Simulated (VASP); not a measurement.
AlCo: single point with PBE

Crystal: AlCo.

```
Al Co
1.0
     2.81940    0.00000    0.00000
     0.00000    2.81940    0.00000
     0.00000    0.00000    2.81940
Al Co
1 1
Direct
  0.00000 0.00000 0.00000
  0.50000 0.50000 0.42906
```

This cell differs from its parent crystal: atom 2 (Co) moved by (+0.000, -0.200) A along [1 1 0] and z.

```json
{
  "Program": "VASP 6.6.1",
  "Task": "single point",
  "Functional": "PBE",
  "Potentials or basis": "VASP PAW PBE potentials, release 64 (Al, Co)",
  "Cutoff": "520 eV",
  "k mesh": "16 × 16 × 16",
  "Occupations": "gaussian, width 0.15 eV",
  "Spin": "collinear spin, ferrimagnetic start",
  "Starting moments": "[-0.01, 0.16] μB",
  "Dipole correction": "no",
  "Further INCAR settings": "ALGO = Fast; EDIFF = 1e-06; NBANDS = 17"
}
```

| Property | Result |
| --- | --- |
| Pressure | 9.9 GPa |
| Largest force | 1.636 eV/Å |
| Band gap on the k mesh | zero (filled and empty bands overlap) |
| Net moment | 0.00 μB per cell |
| Valence electrons inside the program's atomic spheres | Al 0.85; Co 8.54 |

Forces in eV/Å, atoms in the order of the input:
```
Al   0.000  0.000 -1.636
Co   0.000  0.000  1.636
```

Stress tensor (GPa, compression positive):
```
10.88  0.00  0.00
 0.00 10.88  0.00
 0.00  0.00  8.01
```

Levels at points of the mesh, in eV from the Fermi level:
Spin up:
| k point | band 3 | band 4 | band 5 | band 6 | band 7 | band 8 | band 9 | band 10 |
| --- | --- | --- | --- | --- | --- | --- | --- | --- |
| (0.00, 0.00, 0.00) | -3.10 | -0.93 | -0.88 | -0.88 | 6.16 | 6.17 | 6.17 | 8.95 |
| (0.50, 0.00, 0.00) | -2.51 | -1.85 | -1.77 | -0.77 | 0.18 | 8.54 | 10.86 | 11.04 |
| (0.00, 0.00, 0.50) | -2.55 | -1.78 | -1.78 | -0.81 | 0.23 | 8.58 | 10.70 | 10.70 |
| (0.50, 0.50, 0.00) | -2.80 | -2.80 | -1.47 | -1.47 | -0.26 | 2.50 | 3.60 | 13.36 |
| (0.00, 0.50, 0.50) | -2.73 | -2.51 | -1.64 | -1.57 | -0.25 | 2.55 | 3.61 | 13.21 |
| (0.50, 0.50, 0.50) | -4.06 | -0.23 | -0.20 | 2.31 | 2.31 | 2.49 | 4.05 | 5.60 |
Spin down:
```tsv
k point	band 2	band 3	band 4	band 5	band 6	band 7	band 8	band 9	band 10	band 11
(0.00, 0.00, 0.00)	-3.16	-3.10	-0.93	-0.88	-0.88	6.16	6.17	6.17	8.95	9.00
(0.50, 0.00, 0.00)	-6.75	-2.51	-1.85	-1.77	-0.77	0.18	8.54	10.86	11.04	11.68
(0.00, 0.00, 0.50)	-6.62	-2.55	-1.78	-1.78	-0.81	0.23	8.58	10.70	10.70	12.12
(0.50, 0.50, 0.00)	-3.11	-2.80	-2.80	-1.47	-1.47	-0.26	2.50	3.60	13.36	15.05
(0.00, 0.50, 0.50)	-3.39	-2.73	-2.51	-1.64	-1.57	-0.25	2.55	3.61	13.21	16.05
(0.50, 0.50, 0.50)	-4.06	-4.06	-0.23	-0.20	2.31	2.31	2.49	4.05	5.60	5.60
```

It took 3.2 min on 1 thread of Intel(R) Xeon(R) Platinum 8259CL CPU @ 2.50GHz (Skylake/Cascade Lake) (shared host), peak memory 0.34 GiB.

Caveat: the cell differs from its parent crystal (atom 2 (Co) moved by (+0.000, -0.200) A along [1 1 0] and z); forces of over 1 eV/Å act on the atoms, so gaps and moduli don't describe the material at rest.
